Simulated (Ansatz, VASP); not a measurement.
**Two plane-wave programs on BN**

The input INCAR:

```
PREC = Accurate ; ENCUT = 520
EDIFF = 1E-6 ; ISMEAR = 0
SIGMA = 0.05 ; LREAL = False
LASPH = True ; NELM = 100
ALGO = Normal ; ISIF = 2
LWAVE = False ; LCHARG = False
GGA = PE ; NBANDS = 11
```

Contents of KPOINTS:

```
regular mesh
0
Gamma
  12 12 12
```

Contents of POSCAR:

```
BN
1.0
   -0.0362600200      1.8130010000      1.8130010000
    1.7767409800      0.0000000000      1.7767409800
    1.8130010000      1.8130010000     -0.0362600200
B N
1 1
Direct
    0.0000000000      0.0000000000      0.0000000000
    0.7500000000      0.7500000000      0.7500000000
```

Input for Ansatz:

```yaml
crystal:
  lattice:
    - [-0.03626002, 1.813001, 1.813001]
    - [1.77674098, 0.0, 1.77674098]
    - [1.813001, 1.813001, -0.03626002]
  atoms:
    - { symbol: B, position: [0.0, 0.0, 0.0] }
    - { symbol: "N", position: [0.75, 0.75, 0.75] }
basis:
  ecutwfc: 420
kpoints:
  mp_grid: { grid: [12, 12, 12] }
hamiltonian:
  xc: pbe
scf:
  occupations: { method: gaussian, width: 0.05 }
output:
  forces: true
  stress: true
  eigenvalues: true
```

Change from the starting cell: strain -0.0400 x Voigt [0, 0, 0, 0, 1, 0], atoms carried along.

Alike in both runs: task single point; functional PBE; k mesh 12 × 12 × 12; occupations gaussian, width 0.05 eV; no spin polarisation.

|  | VASP | Ansatz |
| --- | --- | --- |
| version | VASP 6.6.1 | Ansatz 0.2.0 |
| potentials or method | VASP PAW PBE potentials, release 64 (B, N), cutoff 520 eV | scalar-relativistic, plane waves, PAW |
| valence electrons in the cell | 8 | 8 |

```csv
,VASP,Ansatz,Ansatz less VASP
gap on the k mesh at the Fermi level (eV),4.27,4.29,+0.011
least direct gap on the mesh (eV),8.18,8.19,+0.010
pressure (GPa),0.6,0.3,-0.25
"traceless stress, the component that is largest in VASP (GPa)",17.82,17.68,-0.137
rms of the force components (eV/Å),0.034,0.030,-0.0042
```

Atom by atom the forces differ by 0.004 eV/Å (rms over components). With one functional, cell and mesh, what is left measures potentials, basis and numerics.
